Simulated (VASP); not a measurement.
# CoCl2O2 (C2/m) in VASP: notebook

The runs below take CoCl2O2 through single point, with PBE.

Program: VASP 6.6.1. These are calculated values, not measurements. Logs are shortened: lines on timing, memory, paths and dates and some standing lists are left out, and cuts for length are marked.

## (1) The cell of the first run

It takes space group C2/m (No. 12, monoclinic). The conventional cell has a = 7.162 Å, b = 7.854 Å, c = 3.483 Å, α = 90.00°, β = 96.93°, γ = 90.00°. Within 2.2 Å of Co (site symmetry 2/m) lie 2 O at 1.63 Å. Cl (site symmetry m) has 2 Co at 2.38 to 2.45 Å and 4 O at 2.88 to 2.94 Å within 3.1 Å. Within 2.2 Å of O (site symmetry 2) lie 1 Co at 1.63 Å.

## (2) Single point, PBE

INCAR

```
  PREC = Accurate
  ENCUT = 520
  EDIFF = 1E-7
  ISMEAR = -1
  SIGMA = 0.05
  LREAL = F
  LASPH = T
  NELM = 80
  ALGO = Normal
  ISIF = 2
  LWAVE = F
  LCHARG = F
  GGA = PE
  NBANDS = 26
```

KPOINTS

```
Automatic mesh
0
Gamma
  5 5 8
```

POSCAR

```
CoCl2O2
1.0
    3.5808710000     -3.9269530000      0.0000000000
    3.5808710000      3.9269530000      0.0000000000
   -0.4203970000      0.0000000000      3.4576140000
Co Cl O
1 2 2
Direct
    0.0000000000      0.0000000000      0.0000000000
    0.7655230000      0.7655230000      0.4279410000
    0.2344770000      0.2344770000      0.5720590000
    0.7918370000      0.2081630000      0.0000000000
    0.2081630000      0.7918370000      0.0000000000
```

Potentials or basis: VASP PAW PBE potentials, release 64 (Co, Cl, O).

Launch:

```
> cat potpaw_PBE.64/Co/POTCAR potpaw_PBE.64/Cl/POTCAR potpaw_PBE.64/O/POTCAR > POTCAR
> mpirun -np 1 vasp_std > vasp.out
```

OUTCAR:

```text
PREC = Accurate
   ENCUT = 520
   EDIFF = 1E-7
   ISMEAR = -1
   LREAL = F
   LASPH = T
   NELM = 80
   ISIF = 2
   GGA = PE

 ion  position               nearest neighbor table
   1  0.000  0.000  0.000-   4 1.63   5 1.63   2 2.38   3 2.38   3 2.45   2 2.45
   2  0.766  0.766  0.428-   1 2.38   1 2.45
   3  0.234  0.234  0.572-   1 2.38   1 2.45
   4  0.792  0.208  0.000-   1 1.63
   5  0.208  0.792  0.000-   1 1.63

  LATTYP: Found a base centered monoclinic cell.
 ALAT       =     7.1617420000
 B/A-ratio  =     1.0966474358
 C/A-ratio  =     0.4863449989
 COS(beta)  =    -0.1206970018

  Lattice vectors:

 A1 = (   3.5808710000,  -3.9269530000,   0.0000000000)
 A2 = (   3.5808710000,   3.9269530000,   0.0000000000)
 A3 = (  -0.4203970000,   0.0000000000,   3.4576140000)

Analysis of symmetry for initial positions (statically):
=====================================================================
 Subroutine PRICEL returns:
 Original cell was already a primitive cell.

 Routine SETGRP: Setting up the symmetry group for a
 base centered monoclinic supercell.

 Subroutine GETGRP returns: Found  4 space group operations
 (whereof  4 operations were pure point group operations)
 out of a pool of  4 trial point group operations.

The static configuration has the point symmetry C_2h.

Analysis of symmetry for dynamics (positions and initial velocities):
=====================================================================
 Subroutine PRICEL returns:
 Original cell was already a primitive cell.

 Routine SETGRP: Setting up the symmetry group for a
 base centered monoclinic supercell.

 Subroutine GETGRP returns: Found  4 space group operations
 (whereof  4 operations were pure point group operations)
 out of a pool of  4 trial point group operations.

The dynamic configuration has the point symmetry C_2h.

 Subroutine INISYM returns: Found  4 space group operations
 (whereof  4 operations are pure point group operations),
 and found     1 'primitive' translations

----------------------------------------------------------------------------------------

                                     Primitive cell

  volume of cell :      97.2413

  direct lattice vectors                    reciprocal lattice vectors
     3.580871000 -3.926953000  0.000000000     0.139630833 -0.127325181  0.016977136
     3.580871000  3.926953000  0.000000000     0.139630833  0.127325181  0.016977136
    -0.420397000  0.000000000  3.457614000     0.000000000  0.000000000  0.289216784

  length of vectors
     5.314470527  5.314470527  3.483077405     0.189727948  0.189727948  0.289216784

  position of ions in fractional coordinates (direct lattice)
     0.000000000  0.000000000  0.000000000
     0.765523000  0.765523000  0.427941000
     0.234477000  0.234477000  0.572059000
     0.791837000  0.208163000  0.000000000
     0.208163000  0.791837000  0.000000000

  ion indices of the primitive-cell ions
   primitive index   ion index
                 1           1
                 2           2
                 3           3
                 4           4
                 5           5

----------------------------------------------------------------------------------------

 KPOINTS: Automatic mesh

Automatic generation of k-mesh.
 Grid dimensions read from file:
 generate k-points for:    5    5    8

 Generating k-lattice:

  Cartesian coordinates                     Fractional coordinates (reciprocal lattice)
     0.027926167 -0.025465036  0.003395427     0.200000000  0.000000000 -0.000000000
     0.027926167  0.025465036  0.003395427     0.000000000  0.200000000 -0.000000000
     0.000000000  0.000000000  0.036152098     0.000000000  0.000000000  0.125000000

  Length of vectors
     0.037945590  0.037945590  0.036152098

  Shift w.r.t. Gamma in fractional coordinates (k-lattice)
     0.000000000  0.000000000  0.000000000

 Subroutine IBZKPT returns following result:
 ===========================================

 Found     63 irreducible k-points:

 Following reciprocal coordinates:
            Coordinates               Weight
  0.000000  0.000000  0.000000      1.000000
  0.200000  0.000000 -0.000000      4.000000
  0.400000 -0.000000 -0.000000      4.000000
  0.200000  0.200000 -0.000000      2.000000
  0.400000  0.200000 -0.000000      4.000000
 -0.400000  0.200000  0.000000      4.000000
[... 16 lines left out ...]
 -0.200000 -0.400000  0.125000      4.000000
 -0.200000 -0.200000  0.125000      2.000000
 [... further k-points ...]
   k-points           NKPTS =     63   k-points in BZ     NKDIM =     63   number of bands    NBANDS=     26
   number of dos      NEDOS =    301   number of ions     NIONS =      5
   total plane-waves  NPLWV =  44800
   dimension x,y,z NGX =    40 NGY =   40 NGZ =   28
   dimension x,y,z NGXF=    80 NGYF=   80 NGZF=   56
   ions per type =               1   2   2
   NGX,Y,Z   is equivalent  to a cutoff of  12.51, 12.51, 13.36 a.u.
   NGXF,Y,Z  is equivalent  to a cutoff of  25.03, 25.03, 26.73 a.u.
 SYSTEM =  unknown system
   PREC   = accura    normal or accurate (medium, high low for compatibility)
   ISTART =      0    job   : 0-new  1-cont  2-samecut
   ICHARG =      2    charge: 1-file 2-atom 10-const
   ISPIN  =      1    spin polarized calculation?
   LNONCOLLINEAR =      F non collinear calculations
   LSORBIT =      F    spin-orbit coupling
   LASPH  =      T    aspherical Exc in radial PAW
   ENCUT  =  520.0 eV  38.22 Ry    6.18 a.u.   9.88  9.88  6.48*2*pi/ulx,y,z
   NELM   =     80;   NELMIN=  2; NELMDL= -5     # of ELM steps
   EDIFF  = 0.1E-06   stopping-criterion for ELM
   LREAL  =      F    real-space projection
   EDIFFG = 0.1E-05   stopping-criterion for IOM
   NSW    =      0    number of steps for IOM
   IBRION =     -1    ionic relax: 0-MD 1-quasi-New 2-CG
   NFREE  =      0    steps in history (QN), initial steepest desc. (CG)
   ISIF   =      2    stress and relaxation
   ISYM   =      2    0-nonsym 1-usesym 2-fastsym
   POTIM  = 0.5000    time-step for ionic-motion
   TEBEG  =    0.0;   TEEND  =   0.0 temperature during run
   PSTRESS=    0.0 pullay stress
   NELECT =      35.0000    total number of electrons
   NUPDOWN=      -1.0000    fix difference up-down
   EMIN   =  10.00;   EMAX   =-10.00  energy-range for DOS
   EFERMI =   0.00;   METHOD = LEGACY
   ISMEAR =    -1;   SIGMA  =   0.05  broadening in eV -4-tet -1-fermi 0-gaus
   EFERMI_NEDOS =   21; number of points for ismear=-14 and -15
   IALGO  =     38    algorithm
   IMIX   =      4    mixing-type and parameters
     AMIX     =   0.40;   BMIX     =  1.00
     AMIX_MAG =   1.60;   BMIX_MAG =  1.00
  volume/ion in A,a.u.               =      19.45       131.24
  Fermi-wavevector in a.u.,A,eV,Ry     =   1.164521  2.200625 18.450976  1.356108
  Thomas-Fermi vector in A             =   2.301058
   LORBIT       =      0    0 simple, 1 ext, 2 COOP (PROOUT), +10 PAW based schemes
   GGA     = PE    functional components
   LHFCALC =     F    Hartree Fock is set to
   AEXX    =    0.0000 exact exchange contribution
   IVDW    =     0    specifies the selected vdW correction
   LEPSILON=     F    determine dielectric tensor
   LRPA    =     F    only Hartree local field effects (RPA)
 non-spin polarized calculation
  energy-cutoff  :      520.00
  volume of cell :       97.24
 maximum number of plane-waves:      2635
   NGX = 19   NGY = 19   NGZ = 13

 number of electron      34.9999992 magnetization

 Free energy of the ion-electron system (eV)
  ---------------------------------------------------
  ext. energy  EPLUGINS =         0.00000000
  ---------------------------------------------------
  free energy    TOTEN  =       -20.53767551 eV

  energy without entropy =      -20.46836220  energy(sigma->0) =      -20.50301885

 E-fermi :   0.1772     XC(G=0):  -8.5889

 val. band max:        0.1745483191   @ k =  -0.4000   0.2000   0.3750
 cond. band min:       0.1836701147   @ k =  -0.4000   0.4000   0.2500
 fundamental gap:      0.0091217956
 Fermi energy:         0.1771738064

 k-point     1 :       0.0000    0.0000    0.0000
  band No.  band energies     occupation
      1     -17.8585      2.00000
      2     -16.9253      2.00000
      3     -14.2437      2.00000
      4     -13.9429      2.00000
      5      -5.1550      2.00000
      6      -4.8347      2.00000
[... 18 lines left out ...]
     25       9.6616      0.00000
     26       9.9900      0.00000

 k-point     2 :       0.2000    0.0000   -0.0000
  band No.  band energies     occupation
      1     -17.8439      2.00000
      2     -16.9356      2.00000
      3     -14.2375      2.00000
      4     -13.9697      2.00000
      5      -5.1593      2.00000
      6      -4.7624      2.00000
[... 18 lines left out ...]
     25       9.9815      0.00000
     26      10.0857      0.00000

 k-point     3 :       0.4000   -0.0000   -0.0000
  band No.  band energies     occupation
      1     -17.8194      2.00000
      2     -16.9531      2.00000
      3     -14.2246      2.00000
      4     -14.0156      2.00000
      5      -5.1941      2.00000
      6      -4.6426      2.00000
[... 18 lines left out ...]
     25      10.2498      0.00000
     26      10.9497      0.00000

 k-point     4 :       0.2000    0.2000   -0.0000
  band No.  band energies     occupation
      1     -17.8307      2.00000
      2     -16.9430      2.00000
      3     -14.2234      2.00000
      4     -14.0075      2.00000
      5      -5.1770      2.00000
      6      -4.7037      2.00000
[... 18 lines left out ...]
     25      10.0137      0.00000
     26      10.4837      0.00000
[... 496 lines left out ...]
      1     -17.7713      2.00000
      2     -16.9590      2.00000
      3     -14.2109      2.00000
      4     -14.0046      2.00000
      5      -5.2615      2.00000
      6      -4.4381      2.00000
[... 18 lines left out ...]
     25      10.8761      0.00000
     26      11.0262      0.00000

 k-point    23 :      -0.2000   -0.4000    0.1250
  band No.  band energies     occupation
      1     -17.7919      2.00000
      2     -16.9468      2.00000
      3     -14.1859      2.00000
      4     -14.0029      2.00000
      5      -5.2009      2.00000
      6      -4.5550      2.00000
[... 18 lines left out ...]
     25      10.7319      0.00000
     26      11.1061      0.00000

 k-point    24 :      -0.2000   -0.2000    0.1250
  band No.  band energies     occupation
      1     -17.8145      2.00000
      2     -16.9310      2.00000
      3     -14.1857      2.00000
      4     -13.9750      2.00000
      5      -5.1672      2.00000
      6      -4.6701      2.00000
[... 18 lines left out ...]
     25      10.3933      0.00000
     26      10.4959      0.00000

 [... further k-points ...]
[... 5 lines left out ...]
  --------------------------------------------------------------------------------------
  -------------------------------------------------------------------------------------
  Total       -1.0476406     -1.3799666     -1.1084065      0.0000000      0.0000000     -0.1718875
  in kB      -17.2612409    -22.7367445    -18.2624392      0.0000000      0.0000000     -2.8320701
  external PRESSURE =     -19.4201415 kB  Pullay stress =       0.0000000 kB

 VOLUME and BASIS-vectors are now :
 -----------------------------------------------------------------------------
  energy-cutoff  :      520.00
  volume of cell :       97.24
      direct lattice vectors                 reciprocal lattice vectors
     3.580871000 -3.926953000  0.000000000     0.139630833 -0.127325181  0.016977136
     3.580871000  3.926953000  0.000000000     0.139630833  0.127325181  0.016977136
    -0.420397000  0.000000000  3.457614000     0.000000000  0.000000000  0.289216784

 POSITION                                       TOTAL-FORCE (eV/Angst)
 -----------------------------------------------------------------------------------
      0.00000      0.00000      0.00000         0.000000      0.000000     -0.000000
      5.30257      0.00000      1.47965         0.361363      0.000000      0.129830
      1.43877      0.00000      1.97796        -0.361363      0.000000     -0.129830
      3.58087     -2.29206      0.00000        -0.000000     -0.498927     -0.000000
      3.58087      2.29206      0.00000         0.000000      0.498927      0.000000
 -----------------------------------------------------------------------------------
    total drift:                                0.000000     -0.000000     -0.000000

  FREE ENERGIE OF THE ION-ELECTRON SYSTEM (eV)
  ---------------------------------------------------
  free  energy   TOTEN  =       -20.5376755143 eV

  energy  without entropy=      -20.4683621955  energy(sigma->0) =      -20.50301885
```

Wall time 5.3 min (1 thread of Intel Xeon Platinum 8259CL at 2.50GHz (Skylake/Cascade Lake), shared host); peak memory 0.29 GiB.

Results:

| Property | Result |
| --- | --- |
| Free energy | -20.5377 eV |
| Pressure | -1.9 GPa |
| Largest force | 0.499 eV/Å |

Forces on the atoms (eV/Å):
```
Co   0.000  0.000  0.000
Cl   0.361  0.000  0.130
Cl  -0.361  0.000 -0.130
O    0.000 -0.499  0.000
O    0.000  0.499  0.000
```

Caveat: an odd number of electrons without spin polarisation forces a metal; a magnetic or distorted state may lie lower; the run has no spin polarisation, though such a crystal can be magnetic; semilocal functionals often make such compounds metallic where correlation or magnetic order opens a gap, which also shifts bond lengths. Spin polarisation is off, so any magnetic state and its effect on volume and gap are missing.

## (3) Single point, PBE, collinear spin, ferromagnetic start

INCAR

```
  PREC = Accurate
  ENCUT = 520
  EDIFF = 1E-6
  ISMEAR = -1
  SIGMA = 0.005
  LREAL = False
  LASPH = True
  NELM = 150
  ALGO = Normal
  ISIF = 2
  LWAVE = False
  LCHARG = True
  ISPIN = 2
  MAGMOM = 2 0 0 0 0
  LORBIT = 11
  LMAXMIX = 4
  GGA = PE
  LELF = True
  LVHAR = True
  NBANDS = 30
```

KPOINTS

```
regular mesh
0
Gamma
  4 4 7
```

POSCAR is that of step 2.

Potentials or basis: VASP PAW PBE potentials, release 64 (Co, Cl, O).

Launch:

```
> cat potpaw_PBE.64/Co/POTCAR potpaw_PBE.64/Cl/POTCAR potpaw_PBE.64/O/POTCAR > POTCAR
> mpirun -np 1 vasp_std > vasp.out
```

OUTCAR:

```text
PREC = Accurate
   ENCUT = 520
   EDIFF = 1E-6
   ISMEAR = -1
   LREAL = False
   LASPH = True
   NELM = 150
   ISIF = 2
   ISPIN = 2
   LORBIT = 11
   GGA = PE

 ion  position               nearest neighbor table
   1  0.000  0.000  0.000-   4 1.63   5 1.63   2 2.38   3 2.38   3 2.45   2 2.45
   2  0.766  0.766  0.428-   1 2.38   1 2.45
   3  0.234  0.234  0.572-   1 2.38   1 2.45
   4  0.792  0.208  0.000-   1 1.63
   5  0.208  0.792  0.000-   1 1.63

  LATTYP: Found a base centered monoclinic cell.
 ALAT       =     7.1617420000
[... 1772 lines left out ...]
     3.580871000  3.926953000  0.000000000     0.139630833  0.127325181  0.016977136
    -0.420397000  0.000000000  3.457614000     0.000000000  0.000000000  0.289216784

 POSITION                                       TOTAL-FORCE (eV/Angst)
 -----------------------------------------------------------------------------------
      0.00000      0.00000      0.00000        -0.000000      0.000000      0.000000
      5.30257      0.00000      1.47965         0.252902      0.000000      0.105137
      1.43877      0.00000      1.97796        -0.252902      0.000000     -0.105137
      3.58087     -2.29206      0.00000        -0.000000     -0.568293      0.000000
      3.58087      2.29206      0.00000        -0.000000      0.568293     -0.000000
 -----------------------------------------------------------------------------------
    total drift:                                0.000000      0.000000     -0.000000

  FREE ENERGIE OF THE ION-ELECTRON SYSTEM (eV)
  ---------------------------------------------------
  free  energy   TOTEN  =       -20.6109188893 eV

  energy  without entropy=      -20.6104138982  energy(sigma->0) =      -20.61066639

 total charge

# of ion       s       p       d       tot
------------------------------------------
    1        0.464   0.838   7.193   8.495
    2        1.618   3.403   0.000   5.021
    3        1.618   3.403   0.000   5.021
    4        1.618   3.189   0.000   4.807
    5        1.618   3.189   0.000   4.807
--------------------------------------------------
tot          6.936  14.023   7.193  28.152

 magnetization (x)

# of ion       s       p       d       tot
------------------------------------------
    1        0.000   0.002   0.822   0.824
    2        0.004   0.055   0.000   0.059
    3        0.004   0.055   0.000   0.059
    4        0.000  -0.004   0.000  -0.004
    5        0.000  -0.004   0.000  -0.004
--------------------------------------------------
tot          0.008   0.104   0.822   0.934
```

stdout:

```text
POSCAR found type information on POSCAR CoClO
 POSCAR found :  3 types and       5 ions
 scaLAPACK will be used
 LDA part: xc-table for (Slater+PW92), standard interpolation
 POSCAR, INCAR and KPOINTS ok, starting setup
 FFT: planning ... GRIDC
 FFT: planning ... GRID_SOFT
 FFT: planning ... GRID
 WAVECAR not read
 entering main loop
```

It took 2.9 min on 1 thread of Intel Xeon Platinum 8488C (Sapphire Rapids), shared host; peak memory 0.33 GiB.

Results:

```yaml
Free_energy: -20.6109 eV
Pressure: -1.5 GPa
Largest_force: 0.568 eV/Å
Band_gap_on_the_k_mesh: zero (filled and empty bands overlap)
Net_moment: 1.00 μB per cell
Site_moments: Co +0.82; Cl +0.06; O -0.00 μB
Valence_electrons_inside_the_program's_atomic_spheres: Co 8.49; Cl 5.02; O 4.81
```

Forces on the atoms (eV/Å):
```
Co   0.000  0.000  0.000
Cl   0.253  0.000  0.105
Cl  -0.253  0.000 -0.105
O    0.000 -0.568  0.000
O    0.000  0.568  0.000
```

Caveat: a cell with one magnetic atom can't hold antiferromagnetic order, which such compounds often take; semilocal functionals often make such compounds metallic where correlation or magnetic order opens a gap, which also shifts bond lengths.
